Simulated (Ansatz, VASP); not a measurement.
**MgS in VASP and in Ansatz**

```
Mg S
1.0
     0.00000    2.77309    2.77309
     2.77309    0.00000    2.77309
     2.77309    2.77309    0.00000
Mg S
1 1
Direct
  0.00000 0.00000 0.00000
  0.25000 0.25000 0.25000
```

Alike in both runs: task single point; functional r2SCAN; k mesh 6 × 6 × 6; no spin polarisation.

```csv
,VASP,Ansatz
version,VASP 6.6.1,Ansatz 0.2.0
potentials or method,"VASP PAW PBE potentials, release 64 (Mg, S)","plane waves, PAW"
plane-wave cutoff (eV),520,500
occupations,"gaussian, width 0.01 eV",fixed
valence electrons in the cell,8,16
```

Ansatz gave:

| Property | Result |
| --- | --- |
| gap on the k mesh at the Fermi level (eV) | 4.27 |
| pressure (GPa) | 4.2 |

Question: Which values does VASP return?

Answer: gap on the k mesh at the Fermi level (eV): 4.27; pressure (GPa): 3.9.

VASP's potentials were made for PBE, not for r2SCAN. VASP's potentials hold 8 valence electrons a cell and Ansatz's 16, so a difference there can come from the potentials and not from the codes.
